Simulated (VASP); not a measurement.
A run of VASP 6.6.1 is set up as follows.

Contents of INCAR:

```
  PREC = Accurate
  ENCUT = 520
  EDIFF = 1E-7
  ISMEAR = 0
  SIGMA = 0.05
  LREAL = F
  LASPH = T
  NELM = 60
  ALGO = Normal
  ISIF = 2
  LWAVE = F
  LCHARG = T
  GGA = PE
  IVDW = 12
  LELF = T
  LVHAR = T
  NBANDS = 28
```

KPOINTS

```
regular mesh
0
Gamma
  8 8 6
```

The input POSCAR:

```
PbO
1.0
    3.9744000000      0.0000000000      0.0000000000
    0.0000000000      3.9744000000      0.0000000000
    0.0000000000      0.0000000000      4.7709000000
Pb O
2 2
Direct
    0.0000000000      0.5000000000      0.2351000000
    0.5000000000      0.0000000000      0.7649000000
    0.0000000000      0.0000000000      0.0000000000
    0.5000000000      0.5000000000      0.0000000000
```

Potentials or basis: VASP PAW PBE potentials, release 64 (Pb_d, O).

The run is started by

```bash
$ cat potpaw_PBE.64/Pb_d/POTCAR potpaw_PBE.64/O/POTCAR > POTCAR
$ mpirun -np 1 vasp_std > vasp.out
```

Question: Predict the band gap on the k mesh.

Answer: 1.29 eV (least direct gap 2.27 eV).

Question: What does it give for the dispersion energy per atom?

Answer: -0.252 eV.

Question: What does it give for the pressure?

Answer: 7.5 GPa.

Question: Estimate the largest force.

Answer: 1.398 eV/Å.

Forces on the atoms (eV/Å):
```
Pb   0.000  0.000  1.398
Pb   0.000  0.000 -1.398
O    0.000  0.000  0.000
O    0.000  0.000  0.000
```

Caveat: the cell differs from its parent crystal (strain +0.000 along x and y, -0.050 along z); the cell stands under pressure; spin-orbit coupling is left out, which moves the levels of the heavy elements; forces of over 1 eV/Å act on the atoms, so gaps and moduli don't describe the material at rest. A k mesh can miss the band edges.
